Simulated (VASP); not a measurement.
## GaN (kat): relaxation of the atoms with LDA

GaN (kat):

```
Ga N
1.0
     0.00000    2.24908    2.24908
     2.24908    0.00000    2.24908
     2.24908    2.24908    0.00000
Ga N
1 1
Direct
  0.00000 0.00000 0.00000
  0.25000 0.25000 0.25000
```

This cell differs from its parent crystal: strained cell.

```
Program                : VASP 6.6.1
Task                   : relaxation of the atoms
Functional             : LDA
Potentials or basis    : VASP PAW LDA potentials, release 64 (Ga_d, N)
Cutoff                 : 520 eV
k mesh                 : 10 × 10 × 10
Occupations            : gaussian, width 0.02 eV
Spin                   : no spin polarisation
Dipole correction      : no
Further INCAR settings : ALGO = Normal; EDIFF = 1e-07; IBRION = 2; EDIFFG = -0.002; NSW = 60
```

* Pressure after relaxing: -4.5 GPa
* Band gap on the k mesh: 1.79 eV, direct

Final structure:
```cif
data_structure
_symmetry_space_group_name_H-M 'P 1'
_symmetry_Int_Tables_number 1
_cell_length_a 3.1807
_cell_length_b 3.1807
_cell_length_c 3.1807
_cell_angle_alpha 60.000
_cell_angle_beta 60.000
_cell_angle_gamma 60.000
_cell_volume 22.75
loop_
_atom_site_label
_atom_site_type_symbol
_atom_site_fract_x
_atom_site_fract_y
_atom_site_fract_z
_atom_site_occupancy
Ga1 Ga 0.00000 0.00000 0.00000 1
N1 N 0.25000 0.25000 0.25000 1
```

Levels at points of the mesh, in eV from the valence-band top:
| k point | band 6 | band 7 | band 8 | band 9 | band 10 | band 11 | band 12 | band 13 |
| --- | --- | --- | --- | --- | --- | --- | --- | --- |
| (0.00, 0.00, 0.00) | -13.23 | 0.00 | 0.00 | 0.00 | 1.79 | 10.15 | 10.15 | 10.15 |
| (0.50, 0.00, 0.00) | -11.85 | -7.16 | -0.99 | -0.99 | 4.58 | 8.63 | 10.23 | 10.23 |
| (0.50, 0.50, 0.00) | -11.37 | -6.23 | -2.75 | -2.75 | 3.25 | 6.52 | 11.54 | 13.82 |

Wall time 27 s on 1 thread of AMD EPYC 7R13, on a shared host, peak memory 0.1 GiB.

Caveat: the cell differs from its parent crystal (strained cell); the relaxation stopped at its first step, so nothing moved.
